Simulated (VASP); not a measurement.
Here is a VASP 6.6.1 calculation.

INCAR

```
SYSTEM = K2Ge
PREC = Accurate ; ENCUT = 520
EDIFF = 1E-7 ; ISMEAR = 0
SIGMA = 0.1 ; LREAL = .FALSE.
LASPH = .TRUE. ; NELM = 80
ALGO = Fast ; ISIF = 2
LWAVE = .FALSE. ; LCHARG = .FALSE.
GGA = PE ; NBANDS = 23
```

Contents of KPOINTS:

```
regular mesh
0
G
  8 8 14
  0 0 0
```

Contents of POSCAR:

```
K2Ge
1.0
    6.1092790704      0.0000000000      0.0000000000
    0.0000000000      6.1092790704      0.0000000000
    0.0000000000      0.0000000000      3.5088243851
K Ge
2 1
Direct
    0.0000000000      0.5000000000      0.5000000000
    0.5000000000      0.0000000000      0.5000000000
    0.5000000000      0.5000000000      0.0000000000
```

Potentials or basis: VASP PAW PBE potentials, release 64 (K_sv, Ge_d).

The run is started by

```console
$ cat potpaw_PBE.64/K_sv/POTCAR potpaw_PBE.64/Ge_d/POTCAR > POTCAR
$ mpirun -np 1 vasp_std > vasp.out
```

Question: Predict the pressure.

Answer: 0.0 GPa.

Question: What does it give for the band gap on the k mesh?

Answer: Zero (bands 16 and 17 overlap by 0.90 eV).
